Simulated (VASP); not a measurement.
# MgO2 (I4/mcm) in VASP: notebook, part 2 of 3

VASP 6.6.1.

**3. Relaxation of cell and atoms, r2SCAN**

File POSCAR:

```
MgO2
1.0
   -2.1905403264      2.1905403264      2.6895979715
    2.1905403264     -2.1905403264      2.6895979715
    2.1905403264      2.1905403264     -2.6895979715
Mg O
2 4
Direct
    0.2500000000      0.2500000000      0.0000000000
    0.7500000000      0.7500000000      0.0000000000
    0.1199929477      0.6199929477      0.7399858955
    0.6199929477      0.8800070523      0.5000000000
    0.8800070523      0.3800070523      0.2600141045
    0.3800070523      0.1199929477      0.5000000000
```

File INCAR.step1:

```
SYSTEM = MgO2
ALGO     = Normal         ! electronic algorithm
EDIFF    = 1E-5           ! SCF threshold, eV
EDIFFG   = -0.005         ! ionic threshold
ENCUT    = 750            ! plane-wave cutoff, eV
GGA      = PE             ! functional
GGA_COMPAT= .False.      
IBRION   = 2              ! ionic algorithm
ISIF     = 3              ! what is computed and relaxed
ISMEAR   = 0              ! smearing method
LASPH    = .True.         ! aspherical terms in the spheres
LCHARG   = .False.        ! write CHGCAR
LREAL    = .False.        ! projectors in reciprocal space
LWAVE    = .True.         ! write WAVECAR
NELM     = 120            ! most SCF steps
NELMIN   = 4            
NSW      = 100            ! ionic steps
PREC     = Accurate       ! precision mode
SIGMA    = 0.02           ! smearing width, eV
```

File INCAR.step2:

```
SYSTEM = MgO2
ALGO     = Normal         ! electronic algorithm
EDIFF    = 1E-7           ! SCF threshold, eV
EDIFFG   = -0.005         ! ionic threshold
ENCUT    = 750            ! plane-wave cutoff, eV
GGA_COMPAT= .False.      
IBRION   = 2              ! ionic algorithm
ISIF     = 3              ! what is computed and relaxed
ISMEAR   = 0              ! smearing method
ISTART   = 1            
LASPH    = .True.         ! aspherical terms in the spheres
LCHARG   = .False.        ! write CHGCAR
LMIXTAU  = .True.       
LREAL    = .False.        ! projectors in reciprocal space
LWAVE    = .False.        ! write WAVECAR
METAGGA  = R2SCAN         ! meta-GGA
NELM     = 120            ! most SCF steps
NELMIN   = 4            
NSW      = 100            ! ionic steps
PREC     = Accurate       ! precision mode
SIGMA    = 0.02           ! smearing width, eV
```

File KPOINTS:

```
k-points
0
Gamma
  8 8 8
  0 0 0
```

Potentials or basis: VASP PAW PBE potentials, release 64 (Mg_sv, O).

Command:

```
$ cat potpaw_PBE.64/Mg_sv/POTCAR potpaw_PBE.64/O/POTCAR > POTCAR
$ cp INCAR.step1 INCAR
$ mpirun -np 1 vasp_std > vasp.out
$ cp INCAR.step2 INCAR
$ mpirun -np 1 vasp_std > vasp.out
```

Run time: 37 min. Hardware: 1 thread of Intel Xeon Platinum 8488C (Sapphire Rapids), shared host; peak memory 0.32 GiB.

It converged, with:

- Free energy: -42.3637 eV
- Relaxed volume: 8.59 Å³/atom
- Relaxed cell: a = 4.100 Å, b = 4.100 Å, c = 4.100 Å, α = 115.43°, β = 115.43°, γ = 98.12°
- Space group after relaxing (to 0.1 Å): I4/mcm (No. 140)
- Energy gained by relaxing: 0.2 meV/atom
- Ionic steps: 4
- Pressure after relaxing: 0.0 GPa
- Band gap on the k mesh: 3.47 eV (least direct gap 4.33 eV)

The path:
| step | energy change (eV) | largest force (eV/Å) | pressure (GPa) | volume (Å³) |
| --- | --- | --- | --- | --- |
| 1 | 0.0000 | 0.1502 | 0.06 | 51.62 |
| 2 | 0.0009 | 0.1963 | -0.62 | 51.65 |
| 3 | -0.0010 | 0.0026 | -0.23 | 51.63 |
| 4 | -0.0010 | 0.0003 | 0.02 | 51.55 |

Final structure:
```xyz
6
Lattice="-2.1901 2.1901 2.6870 2.1901 -2.1901 2.6870 2.1901 2.1901 -2.6870" Properties=species:S:1:pos:R:3 pbc="T T T"
Mg    0.0000    0.0000    1.3435
Mg    0.0000    0.0000    4.0305
O     2.7181    0.5279    0.0000
O     1.6622    0.5279    2.6870
O    -0.5279    1.6622    2.6870
O     0.5279    1.6622    0.0000
```

Levels at points of the mesh, in eV from the valence-band top:
```csv
k point,band 20,band 21,band 22,band 23,band 24,band 25
"(0.00, 0.00, 0.00)",-2.73,-2.73,-0.28,4.80,4.80,5.85
"(0.50, 0.00, 0.00)",-2.07,-1.79,-1.79,3.72,3.72,9.09
"(0.50, 0.50, 0.00)",-2.02,-1.74,-1.26,4.29,4.69,8.70
"(0.50, 0.50, 0.50)",-1.28,-1.28,0.00,4.52,4.52,10.39
```

Caveat: the PAW data sets were made with another functional, which shifts forces and pressure a little. A k mesh can miss the band edges.

**4. Relaxation of shape and atoms at fixed volume, r2SCAN (7.57 Å³/atom)**

This run uses another cell than the first one, of 7.57 Å³/atom.

File POSCAR:

```
MgO2
1.0
   -2.1064771267      2.1064771267      2.5587681902
    2.1064771267     -2.1064771267      2.5587681902
    2.1064771267      2.1064771267     -2.5587681902
Mg O
2 4
Direct
    0.2500000000      0.2500000000      0.0000000000
    0.7500000000      0.7500000000      0.0000000000
    0.1212595235      0.6212595235      0.7425190470
    0.6212595235      0.8787404765      0.5000000000
    0.8787404765      0.3787404765      0.2574809530
    0.3787404765      0.1212595235      0.5000000000
```

File INCAR.step1:

```
SYSTEM = MgO2
PREC     = Accurate       ! precision mode
ENCUT    = 600            ! plane-wave cutoff, eV
ISMEAR   = 0              ! smearing method
SIGMA    = 0.02           ! smearing width, eV
LREAL    = .False.        ! projectors in reciprocal space
LASPH    = .True.         ! aspherical terms in the spheres
NELM     = 80             ! most SCF steps
GGA      = PE             ! functional
ALGO     = Normal         ! electronic algorithm
EDIFF    = 1E-4           ! SCF threshold, eV
LWAVE    = .True.         ! write WAVECAR
LCHARG   = .False.        ! write CHGCAR
```

File INCAR.step2:

```
SYSTEM = MgO2
PREC     = Accurate       ! precision mode
ENCUT    = 600            ! plane-wave cutoff, eV
EDIFF    = 1E-7           ! SCF threshold, eV
ISMEAR   = 0              ! smearing method
SIGMA    = 0.02           ! smearing width, eV
LREAL    = .False.        ! projectors in reciprocal space
LASPH    = .True.         ! aspherical terms in the spheres
NELM     = 80             ! most SCF steps
ALGO     = Normal         ! electronic algorithm
ISIF     = 4              ! what is computed and relaxed
LWAVE    = .False.        ! write WAVECAR
LCHARG   = .False.        ! write CHGCAR
METAGGA  = R2SCAN         ! meta-GGA
LMIXTAU  = .True.       
IBRION   = 2              ! ionic algorithm
NSW      = 50             ! ionic steps
EDIFFG   = -0.01          ! ionic threshold
ISTART   = 1
```

File KPOINTS:

```
Automatic mesh
0
Gamma
  8 8 8
  0 0 0
```

Potentials or basis: VASP PAW PBE potentials, release 64 (Mg, O).

Command:

```
$ cat potpaw_PBE.64/Mg/POTCAR potpaw_PBE.64/O/POTCAR > POTCAR
$ cp INCAR.step1 INCAR
$ mpirun -np 1 vasp_std > vasp.out
$ cp INCAR.step2 INCAR
$ mpirun -np 1 vasp_std > vasp.out
```

OUTCAR:

```text
SYSTEM = MgO2
   PREC = Accurate
   ENCUT = 600
   EDIFF = 1E-7
   ISMEAR = 0
   LREAL = .False.
   LASPH = .True.
   NELM = 80
   ISIF = 4
   METAGGA = R2SCAN
   IBRION = 2
   NSW = 50
   EDIFFG = -0.01
   ISTART = 1

 ion  position               nearest neighbor table
   1  0.250  0.250  0.000-   5 2.11   4 2.11   3 2.11   5 2.11   6 2.11   6 2.11   3 2.11   4 2.11
                             2 2.56   2 2.56   2 2.98   2 2.98   2 2.98   2 2.98
   2  0.750  0.750  0.000-   6 2.11   5 2.11   3 2.11   4 2.11   5 2.11   4 2.11   6 2.11   3 2.11
                             1 2.56   1 2.56   1 2.98   1 2.98   1 2.98   1 2.98
   3  0.121  0.621  0.743-   5 1.44   1 2.11   1 2.11   2 2.11   2 2.11
   4  0.621  0.879  0.500-   6 1.44   2 2.11   1 2.11   2 2.11   1 2.11
   5  0.879  0.379  0.257-   3 1.44   2 2.11   1 2.11   2 2.11   1 2.11
   6  0.379  0.121  0.500-   4 1.44   1 2.11   2 2.11   1 2.11   2 2.11

  LATTYP: Found a body centered tetragonal cell.
 ALAT       =     4.2129542534
 C/A-ratio  =     1.2147144433

  Lattice vectors:

 A1 = (  -2.1064771267,   2.1064771267,   2.5587681902)
 A2 = (   2.1064771267,  -2.1064771267,   2.5587681902)
 A3 = (   2.1064771267,   2.1064771267,  -2.5587681902)

[... 192 lines left out ...]
  -------------------------------------------------------------------------------------
  Total        7.8138381      7.8138381      6.5072525      0.0000000      0.0000000      0.0000000
  in kB      275.6579744    275.6579744    229.5640152      0.0000000      0.0000000      0.0000000
  external PRESSURE =     260.2933214 kB  Pullay stress =       0.0000000 kB
[... 147 lines left out ...]
--------------------------------------- Ionic step        5  -------------------------------------------

 number of electron      28.0000009 magnetization

 Free energy of the ion-electron system (eV)
  ---------------------------------------------------
  ext. energy  EPLUGINS =         0.00000000
  ---------------------------------------------------
  free energy    TOTEN  =       -41.90309994 eV

  energy without entropy =      -41.90309994  energy(sigma->0) =      -41.90309994

 E-fermi :   6.1448     XC(G=0): -12.7028

 val. band max:        6.0077946429   @ k =   0.5000   0.5000   0.5000
 cond. band min:       9.8188191348   @ k =  -0.2500   0.2500   0.2500
 fundamental gap:      3.8110244919
 Fermi energy:         6.1448155175

 k-point     1 :       0.0000    0.0000    0.0000
  band No.  band energies     occupation
      1     -18.7956      2.00000
      2     -16.3964      2.00000
      3     -10.9487      2.00000
      4     -10.9487      2.00000
      5      -1.7994      2.00000
      6      -1.6800      2.00000
[... 481 lines left out ...]
      5      -2.3246      2.00000
      6      -2.3246      2.00000
[... 10 lines left out ...]
     17      16.3055      0.00000
     18      16.3055      0.00000

 [... further k-points ...]

------------------------ aborting loop because EDIFF is reached ----------------------------------------

  FORCE on cell =-STRESS in cart. coord.  units (eV):
  Direction    XX          YY          ZZ          XY          YZ          ZX
  --------------------------------------------------------------------------------------
  -------------------------------------------------------------------------------------
  Total        7.1169919      7.1169919      7.0971000      0.0000000     -0.0000000     -0.0000000
  in kB      251.0745110    251.0745110    250.3727616      0.0000000     -0.0000000     -0.0000000
  external PRESSURE =     250.8405946 kB  Pullay stress =       0.0000000 kB
[... 21 lines left out ...]
  FREE ENERGIE OF THE ION-ELECTRON SYSTEM (eV)
  ---------------------------------------------------
  free  energy   TOTEN  =       -41.9030999447 eV

  energy  without entropy=      -41.9030999447  energy(sigma->0) =      -41.90309994

 reached required accuracy - stopping structural energy minimisation
```

OUTCAR.step1:

```text
SYSTEM = MgO2
   PREC = Accurate
   ENCUT = 600
   ISMEAR = 0
   LREAL = .False.
   LASPH = .True.
   NELM = 80
[... 744 lines left out ...]
      1.59562      0.51086      2.55877        -0.388613      0.388613      0.000000
     -0.51086      1.59562      2.55877        -0.388613     -0.388613      0.000000
      0.51086      1.59562      0.00000         0.388613     -0.388613      0.000000
 -----------------------------------------------------------------------------------
    total drift:                               -0.000000     -0.000000      0.000000

  FREE ENERGIE OF THE ION-ELECTRON SYSTEM (eV)
  ---------------------------------------------------
  free  energy   TOTEN  =       -31.0823094867 eV

  energy  without entropy=      -31.0823094867  energy(sigma->0) =      -31.08230949
```

OSZICAR.step1:

```text
N       E                     dE             d eps       ncg     rms          rms(c)
DAV:   1     0.175668067595E+03    0.17567E+03   -0.17084E+04  2124   0.167E+03
DAV:   2    -0.264079954811E+02   -0.20208E+03   -0.19712E+03  3008   0.332E+02
DAV:   3    -0.335701517212E+02   -0.71622E+01   -0.71403E+01  2522   0.692E+01
DAV:   4    -0.336125780903E+02   -0.42426E-01   -0.42411E-01  2624   0.568E+00
DAV:   5    -0.336127556244E+02   -0.17753E-03   -0.17752E-03  2472   0.354E-01    0.118E+01
DAV:   6    -0.313473717517E+02    0.22654E+01   -0.54643E+00  2286   0.175E+01    0.520E+00
DAV:   7    -0.310998875014E+02    0.24748E+00   -0.58447E-01  2442   0.644E+00    0.222E+00
DAV:   8    -0.310819387313E+02    0.17949E-01   -0.93289E-02  2360   0.309E+00    0.323E-01
DAV:   9    -0.310824292088E+02   -0.49048E-03   -0.15214E-02  2322   0.102E+00    0.131E-01
DAV:  10    -0.310822919921E+02    0.13722E-03   -0.14318E-03  2414   0.300E-01    0.348E-02
DAV:  11    -0.310823094867E+02   -0.17495E-04   -0.43389E-05  1258   0.664E-02
   1 F= -.31082309E+02 E0= -.31082309E+02  d E =-.919394E-31
```

Run time: 8.3 min. Hardware: 1 thread of Oxide Virtual Turin-like, shared host; peak memory 0.2 GiB.

Results:

```
Free energy                  : -41.9031 eV
Energy gained by relaxing    : 1.7 meV/atom
Ionic steps                  : 5
Pressure after relaxing      : 25.1 GPa
Largest force after relaxing : 0.007 eV/Å
Band gap on the k mesh       : 3.81 eV (least direct gap 4.71 eV)
```

Forces in eV/Å, atoms in the order of the input:
```
Mg   0.000  0.000  0.000
Mg   0.000  0.000  0.000
O    0.005  0.005  0.000
O   -0.005  0.005  0.000
O   -0.005 -0.005  0.000
O    0.005 -0.005  0.000
```

Step by step:
| step | energy change (eV) | largest force (eV/Å) | pressure (GPa) | volume (Å³) |
| --- | --- | --- | --- | --- |
| 1 | 0.0000 | 0.5161 | 26.03 | 45.42 |
| 2 | 0.0231 | 0.8600 | 23.73 | 45.42 |
| 3 | -0.0103 | 0.0130 | 25.10 | 45.42 |
| 4 | -0.0103 | 0.0031 | 25.12 | 45.42 |
| 5 | -0.0104 | 0.0067 | 25.08 | 45.42 |

Final structure:
```cif
data_structure
_symmetry_space_group_name_H-M 'P 1'
_symmetry_Int_Tables_number 1
_cell_length_a 3.9254
_cell_length_b 3.9254
_cell_length_c 3.9254
_cell_angle_alpha 114.978
_cell_angle_beta 114.978
_cell_angle_gamma 98.943
_cell_volume 45.42
loop_
_atom_site_label
_atom_site_type_symbol
_atom_site_fract_x
_atom_site_fract_y
_atom_site_fract_z
_atom_site_occupancy
Mg1 Mg 0.25000 0.25000 0.00000 1
Mg2 Mg 0.75000 0.75000 0.00000 1
O1 O 0.12262 0.62262 0.74524 1
O2 O 0.62262 0.87738 0.50000 1
O3 O 0.87738 0.37738 0.25476 1
O4 O 0.37738 0.12262 0.50000 1
```

Caveat: the PAW data sets were made with another functional, which shifts forces and pressure a little. A k mesh can miss the band edges.

[end of part 2 of 3]
